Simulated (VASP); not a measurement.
Set up this calculation in VASP 6.6.1, as the native input.

```
Task                   : single point
Functional             : PBE
Potentials or basis    : VASP PAW PBE potentials, release 64 (Mg, O)
Cutoff                 : 520 eV
k mesh                 : 9 × 9 × 6
Occupations            : gaussian, width 0.05 eV
Spin                   : no spin polarisation
Dipole correction      : no
Further INCAR settings : ALGO = Normal; EDIFF = 1e-06; NBANDS = 16
```

The structure of MgO lies in POSCAR:

```
MgO
1.0
    3.5578585749      0.0000000000      0.0000000000
   -1.7789292875      3.0811959089      0.0000000000
    0.0000000000      0.0000000000      3.9534924484
Mg O
2 2
Direct
    0.6666666667      0.3333333333      0.7500000000
    0.3333333333      0.6666666667      0.2500000000
    0.6666666667      0.3333333333      0.2500000000
    0.3333333333      0.6666666667      0.7500000000
```

This cell differs from its parent crystal: volume 10.835 Å^3 an atom, c/a of the conventional cell 1.1112.

The input as run:

INCAR

```
ALGO     = Normal         # electronic algorithm
EDIFF    = 1E-6           # SCF threshold, eV
ENCUT    = 520            # plane-wave cutoff, eV
GGA      = PE             # functional
ISIF     = 2              # what is computed and relaxed
ISMEAR   = 0              # smearing method
LASPH    = True           # aspherical terms in the spheres
LCHARG   = True           # write CHGCAR
LELF     = True           # ELF
LREAL    = False          # projectors in reciprocal space
LVHAR    = True         
LWAVE    = False          # write WAVECAR
NBANDS   = 16             # bands
NELM     = 60             # most SCF steps
PREC     = Accurate       # precision mode
SIGMA    = 0.05           # smearing width, eV
```

KPOINTS

```
k-points
0
Gamma
  9 9 6
```

Potentials or basis: VASP PAW PBE potentials, release 64 (Mg, O).

Run with:

```console
$ cat potpaw_PBE.64/Mg/POTCAR potpaw_PBE.64/O/POTCAR > POTCAR
$ mpirun -np 1 vasp_std > vasp.out
```

Results of the run:

```
Pressure               : 8.5 GPa
Band gap on the k mesh : 3.59 eV, direct
```

Run time: 38 s on 1 thread of Intel(R) Xeon(R) Platinum 8259CL CPU @ 2.50GHz (Skylake/Cascade Lake), on a shared host, peak memory 0.17 GiB.
